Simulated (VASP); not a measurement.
# AlN (I-4m2) in VASP: single point with PBE

Aim: the single point of AlN with PBE.

Program: VASP 6.6.1. These are calculated values, not measurements. Logs are shortened: lines on timing, memory, paths and dates and some standing lists are left out, and cuts for length are marked.

## 1. The cell of the first run

The structure is tetragonal, space group I-4m2 (No. 119). The conventional cell has a = 3.039 Å, b = 3.039 Å, c = 4.512 Å, α = 90.00°, β = 90.00°, γ = 90.00°. Within 2.5 Å of Al (site symmetry -4m2) lie 4 N at 1.89 Å. Within 2.5 Å of N (site symmetry -4m2) lie 4 Al at 1.89 Å.

## 2. Single point, PBE

The input, INCAR:

```
SYSTEM = AlN
ALGO = Normal
EDIFF = 1E-7
ENCUT = 520
GGA = PE
ISIF = 2
ISMEAR = 0
LASPH = .True.
LCHARG = .False.
LREAL = .False.
LWAVE = .False.
NBANDS = 11
NELM = 60
PREC = Accurate
SIGMA = 0.05
```

The input, KPOINTS:

```
k-points
0
Gamma
  10 10 10
  0 0 0
```

The input, POSCAR:

```
AlN
1.0
    0.0000000000      2.1487616961      2.2561997809
    2.1487616961      0.0000000000      2.2561997809
    2.1487616961      2.1487616961      0.0000000000
Al N
1 1
Direct
    0.0000000000      0.0000000000      0.0000000000
    0.7500000000      0.7500000000      0.7500000000
```

Potentials or basis: VASP PAW PBE potentials, release 64 (Al, N).

The run is started by

```
$ cat potpaw_PBE.64/Al/POTCAR potpaw_PBE.64/N/POTCAR > POTCAR
$ mpirun -np 1 vasp_std > vasp.out
```

OUTCAR:

```text
SYSTEM = AlN
   EDIFF = 1E-7
   ENCUT = 520
   GGA = PE
   ISIF = 2
   ISMEAR = 0
   LASPH = .True.
   LREAL = .False.
   NELM = 60
   PREC = Accurate

 ion  position               nearest neighbor table
   1  0.000  0.000  0.000-   2 1.89   2 1.89   2 1.89   2 1.89
   2  0.750  0.750  0.750-   1 1.89   1 1.89   1 1.89   1 1.89

  LATTYP: Found a body centered tetragonal cell.
 ALAT       =     3.0388079329
 C/A-ratio  =     1.4849242405

  Lattice vectors:

 A1 = (  -2.1487616961,   0.0000000000,   2.2561997809)
 A2 = (   2.1487616961,   0.0000000000,   2.2561997809)
 A3 = (   0.0000000000,   2.1487616961,  -2.2561997809)

Analysis of symmetry for initial positions (statically):
=====================================================================
 Subroutine PRICEL returns:
 Original cell was already a primitive cell.

 Routine SETGRP: Setting up the symmetry group for a
 body centered tetragonal supercell.

 Subroutine GETGRP returns: Found  8 space group operations
 (whereof  8 operations were pure point group operations)
 out of a pool of 16 trial point group operations.

The static configuration has the point symmetry D_2d.

Analysis of symmetry for dynamics (positions and initial velocities):
=====================================================================
 Subroutine PRICEL returns:
 Original cell was already a primitive cell.

 Routine SETGRP: Setting up the symmetry group for a
 body centered tetragonal supercell.

 Subroutine GETGRP returns: Found  8 space group operations
 (whereof  8 operations were pure point group operations)
 out of a pool of 16 trial point group operations.

The dynamic configuration has the point symmetry D_2d.

 Subroutine INISYM returns: Found  8 space group operations
 (whereof  8 operations are pure point group operations),
 and found     1 'primitive' translations

----------------------------------------------------------------------------------------

                                     Primitive cell

  volume of cell :      20.8345

  direct lattice vectors                    reciprocal lattice vectors
     0.000000000  2.148761696  2.256199781    -0.232692160  0.232692160  0.221611581
     2.148761696  0.000000000  2.256199781     0.232692160 -0.232692160  0.221611581
     2.148761696  2.148761696  0.000000000     0.232692160  0.232692160 -0.221611581

  length of vectors
     3.115704459  3.115704459  3.038807933     0.396740438  0.396740438  0.396740438

  position of ions in fractional coordinates (direct lattice)
     0.000000000  0.000000000  0.000000000
     0.750000000  0.750000000  0.750000000

  ion indices of the primitive-cell ions
   primitive index   ion index
                 1           1
                 2           2

----------------------------------------------------------------------------------------

 KPOINTS: k-points

Automatic generation of k-mesh.
 Grid dimensions read from file:
 generate k-points for:   10   10   10

 Generating k-lattice:

  Cartesian coordinates                     Fractional coordinates (reciprocal lattice)
    -0.023269216  0.023269216  0.022161158     0.100000000  0.000000000  0.000000000
     0.023269216 -0.023269216  0.022161158     0.000000000  0.100000000  0.000000000
     0.023269216  0.023269216 -0.022161158     0.000000000  0.000000000  0.100000000

  Length of vectors
     0.039674044  0.039674044  0.039674044

  Shift w.r.t. Gamma in fractional coordinates (k-lattice)
     0.000000000  0.000000000  0.000000000

 Subroutine IBZKPT returns following result:
 ===========================================

 Found    102 irreducible k-points:

 Following reciprocal coordinates:
            Coordinates               Weight
  0.000000  0.000000  0.000000      1.000000
  0.100000  0.000000  0.000000      8.000000
  0.200000  0.000000  0.000000      8.000000
  0.300000  0.000000  0.000000      8.000000
  0.400000  0.000000  0.000000      8.000000
  0.500000  0.000000  0.000000      4.000000
[... 16 lines left out ...]
  0.300000  0.300000  0.000000      2.000000
  0.400000  0.300000  0.000000      8.000000
 [... further k-points ...]
   k-points           NKPTS =    102   k-points in BZ     NKDIM =    102   number of bands    NBANDS=     11
   number of dos      NEDOS =    301   number of ions     NIONS =      2
   total plane-waves  NPLWV =  13824
   dimension x,y,z NGX =    24 NGY =   24 NGZ =   24
   dimension x,y,z NGXF=    48 NGYF=   48 NGZF=   48
   ions per type =               1   1
   NGX,Y,Z   is equivalent  to a cutoff of  12.81, 12.81, 13.13 a.u.
   NGXF,Y,Z  is equivalent  to a cutoff of  25.61, 25.61, 26.26 a.u.
 SYSTEM =  AlN
   PREC   = accura    normal or accurate (medium, high low for compatibility)
   ISTART =      0    job   : 0-new  1-cont  2-samecut
   ICHARG =      2    charge: 1-file 2-atom 10-const
   ISPIN  =      1    spin polarized calculation?
   LNONCOLLINEAR =      F non collinear calculations
   LSORBIT =      F    spin-orbit coupling
   LASPH  =      T    aspherical Exc in radial PAW
   ENCUT  =  520.0 eV  38.22 Ry    6.18 a.u.   5.79  5.79  5.65*2*pi/ulx,y,z
   NELM   =     60;   NELMIN=  2; NELMDL= -5     # of ELM steps
   EDIFF  = 0.1E-06   stopping-criterion for ELM
   LREAL  =      F    real-space projection
   EDIFFG = 0.1E-05   stopping-criterion for IOM
   NSW    =      0    number of steps for IOM
   IBRION =     -1    ionic relax: 0-MD 1-quasi-New 2-CG
   NFREE  =      0    steps in history (QN), initial steepest desc. (CG)
   ISIF   =      2    stress and relaxation
   ISYM   =      2    0-nonsym 1-usesym 2-fastsym
   POTIM  = 0.5000    time-step for ionic-motion
   TEBEG  =    0.0;   TEEND  =   0.0 temperature during run
   PSTRESS=    0.0 pullay stress
   NELECT =       8.0000    total number of electrons
   NUPDOWN=      -1.0000    fix difference up-down
   EMIN   =  10.00;   EMAX   =-10.00  energy-range for DOS
   EFERMI =   0.00;   METHOD = LEGACY
   ISMEAR =     0;   SIGMA  =   0.05  broadening in eV -4-tet -1-fermi 0-gaus
   EFERMI_NEDOS =   21; number of points for ismear=-14 and -15
   IALGO  =     38    algorithm
   IMIX   =      4    mixing-type and parameters
     AMIX     =   0.40;   BMIX     =  1.00
     AMIX_MAG =   1.60;   BMIX_MAG =  1.00
  volume/ion in A,a.u.               =      10.42        70.30
  Fermi-wavevector in a.u.,A,eV,Ry     =   1.189899  2.248583 19.263943  1.415860
  Thomas-Fermi vector in A             =   2.325996
   LORBIT       =      0    0 simple, 1 ext, 2 COOP (PROOUT), +10 PAW based schemes
   GGA     = PE    functional components
   LHFCALC =     F    Hartree Fock is set to
   AEXX    =    0.0000 exact exchange contribution
   IVDW    =     0    specifies the selected vdW correction
   LEPSILON=     F    determine dielectric tensor
   LRPA    =     F    only Hartree local field effects (RPA)
 non-spin polarized calculation
 Gauss-broadening in eV      SIGMA  =   0.05
  energy-cutoff  :      520.00
  volume of cell :       20.83
 maximum number of plane-waves:       576
   NGX = 11   NGY = 11   NGZ = 11

 number of electron       8.0000000 magnetization

 Free energy of the ion-electron system (eV)
  ---------------------------------------------------
  ext. energy  EPLUGINS =         0.00000000
  ---------------------------------------------------
  free energy    TOTEN  =       -14.82540549 eV

  energy without entropy =      -14.82540549  energy(sigma->0) =      -14.82540549

 E-fermi :   6.2986     XC(G=0): -10.9358

 val. band max:        6.0692621471   @ k =  -0.1000   0.1000   0.0000
 cond. band min:       9.2312442382   @ k =   0.5000   0.0000   0.5000
 fundamental gap:      3.1619820911
 Fermi energy:         6.2985907027

 k-point     1 :       0.0000    0.0000    0.0000
  band No.  band energies     occupation
      1      -9.0059      2.00000
      2       5.8303      2.00000
      3       6.0553      2.00000
      4       6.0553      2.00000
      5      10.1604      0.00000
      6      18.5269      0.00000
      7      18.5269      0.00000
      8      18.5706      0.00000
      9      22.7406      0.00000
     10      23.9212      0.00000
     11      24.4661      0.00000

 k-point     2 :       0.1000    0.0000    0.0000
  band No.  band energies     occupation
      1      -8.8593      2.00000
      2       5.1579      2.00000
      3       5.8478      2.00000
      4       6.0177      2.00000
      5      10.8230      0.00000
      6      18.0824      0.00000
      7      18.6866      0.00000
      8      18.6962      0.00000
      9      21.6687      0.00000
     10      23.0240      0.00000
     11      24.4261      0.00000

 k-point     3 :       0.2000    0.0000    0.0000
  band No.  band energies     occupation
      1      -8.4419      2.00000
      2       3.5622      2.00000
      3       5.6714      2.00000
      4       5.9241      2.00000
      5      11.9466      0.00000
      6      17.1971      0.00000
      7      18.4482      0.00000
      8      18.8348      0.00000
      9      21.5552      0.00000
     10      22.1577      0.00000
     11      23.6042      0.00000

 k-point     4 :       0.3000    0.0000    0.0000
  band No.  band energies     occupation
      1      -7.8355      2.00000
      2       1.9174      2.00000
      3       5.4792      2.00000
      4       5.8174      2.00000
      5      12.7727      0.00000
      6      16.4072      0.00000
      7      17.7292      0.00000
      8      18.3581      0.00000
      9      22.6672      0.00000
     10      22.9108      0.00000
     11      23.5915      0.00000
[... 239 lines left out ...]
 k-point    22 :      -0.2000    0.2000    0.0000
  band No.  band energies     occupation
      1      -7.6054      2.00000
      2       2.1225      2.00000
      3       4.1194      2.00000
      4       5.9103      2.00000
      5      13.5452      0.00000
      6      16.3584      0.00000
      7      16.8686      0.00000
      8      18.8730      0.00000
      9      20.9788      0.00000
     10      24.6827      0.00000
     11      26.2101      0.00000

 k-point    23 :       0.3000    0.3000    0.0000
  band No.  band energies     occupation
      1      -7.5511      2.00000
      2       2.2820      2.00000
      3       4.9539      2.00000
      4       4.9539      2.00000
      5      11.2387      0.00000
      6      16.0882      0.00000
      7      17.2309      0.00000
      8      20.6959      0.00000
      9      20.6959      0.00000
     10      26.9726      0.00000
     11      29.9469      0.00000

 k-point    24 :       0.4000    0.3000    0.0000
  band No.  band energies     occupation
      1      -7.1015      2.00000
      2       1.6506      2.00000
      3       4.4185      2.00000
      4       4.8142      2.00000
      5      10.9409      0.00000
      6      15.9541      0.00000
      7      17.6901      0.00000
      8      20.8471      0.00000
      9      21.2657      0.00000
     10      27.6688      0.00000
     11      29.4767      0.00000

 [... further k-points ...]

------------------------ aborting loop because EDIFF is reached ----------------------------------------

  FORCE on cell =-STRESS in cart. coord.  units (eV):
  Direction    XX          YY          ZZ          XY          YZ          ZX
  --------------------------------------------------------------------------------------
  -------------------------------------------------------------------------------------
  Total        0.8986098      0.8986098     -0.0754711      0.0000000     -0.0000000      0.0000000
  in kB       69.1031251     69.1031251     -5.8037268      0.0000000     -0.0000000      0.0000000
  external PRESSURE =      44.1341745 kB  Pullay stress =       0.0000000 kB

 VOLUME and BASIS-vectors are now :
 -----------------------------------------------------------------------------
  energy-cutoff  :      520.00
  volume of cell :       20.83
      direct lattice vectors                 reciprocal lattice vectors
     0.000000000  2.148761696  2.256199781    -0.232692160  0.232692160  0.221611581
     2.148761696  0.000000000  2.256199781     0.232692160 -0.232692160  0.221611581
     2.148761696  2.148761696  0.000000000     0.232692160  0.232692160 -0.221611581

 POSITION                                       TOTAL-FORCE (eV/Angst)
 -----------------------------------------------------------------------------------
      0.00000      0.00000      0.00000         0.000000      0.000000      0.000000
      3.22314      3.22314      3.38430        -0.000000     -0.000000     -0.000000
 -----------------------------------------------------------------------------------
    total drift:                               -0.000000     -0.000000     -0.000000

  FREE ENERGIE OF THE ION-ELECTRON SYSTEM (eV)
  ---------------------------------------------------
  free  energy   TOTEN  =       -14.8254054945 eV

  energy  without entropy=      -14.8254054945  energy(sigma->0) =      -14.82540549
```

It took 20 s on 1 thread of AMD EPYC 7R43 (Zen 3), shared host; peak memory 0.11 GiB.

Results:

- Free energy: -14.8254 eV
- Pressure: 4.4 GPa
- Band gap on the k mesh: 3.16 eV, indirect (least direct gap 4.11 eV)

Stress tensor (GPa, compression positive):
```
 6.91  0.00  0.00
 0.00  6.91  0.00
 0.00  0.00 -0.58
```

 A k mesh can miss the band edges.
